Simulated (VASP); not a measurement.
A run of VASP 6.6.1 is set up as follows.

INCAR

```
SYSTEM = PbO
PREC = Accurate ; ENCUT = 520
EDIFF = 1E-6 ; ISMEAR = 0
SIGMA = 0.05 ; LREAL = .FALSE.
LASPH = .TRUE. ; NELM = 80
ALGO = Normal ; ISIF = 2
LWAVE = .FALSE. ; LCHARG = .TRUE.
GGA = PE ; LELF = .TRUE.
LVHAR = .TRUE. ; NBANDS = 28
```

Contents of KPOINTS:

```
regular mesh
0
G
  8 8 6
  0 0 0
```

Contents of POSCAR:

```
PbO
1.0
    4.0568204757      0.0000000000      0.0000000000
    0.0000000000      3.9756840662      0.0000000000
    0.0000000000      0.0000000000      5.5970750290
Pb O
2 2
Direct
    0.5000000000      0.0000000000      0.2126163549
    0.0000000000      0.5000000000      0.7873836451
    0.0000000000      0.0000000000      0.0000000000
    0.5000000000      0.5000000000      0.0000000000
```

Potentials or basis: VASP PAW PBE potentials, release 64 (Pb_d, O).

Command:

```sh
$ cat potpaw_PBE.64/Pb_d/POTCAR potpaw_PBE.64/O/POTCAR > POTCAR
$ mpirun -np 1 vasp_std > vasp.out
```

Problem. Predict the largest force.

Solution. 0.281 eV/Å.

Problem. What does it give for the pressure?

Solution. 1.6 GPa.

Forces in eV/Å, atoms in the order of the input:
```
Pb   0.000  0.000  0.281
Pb   0.000  0.000 -0.281
O    0.000  0.000  0.155
O    0.000  0.000 -0.155
```
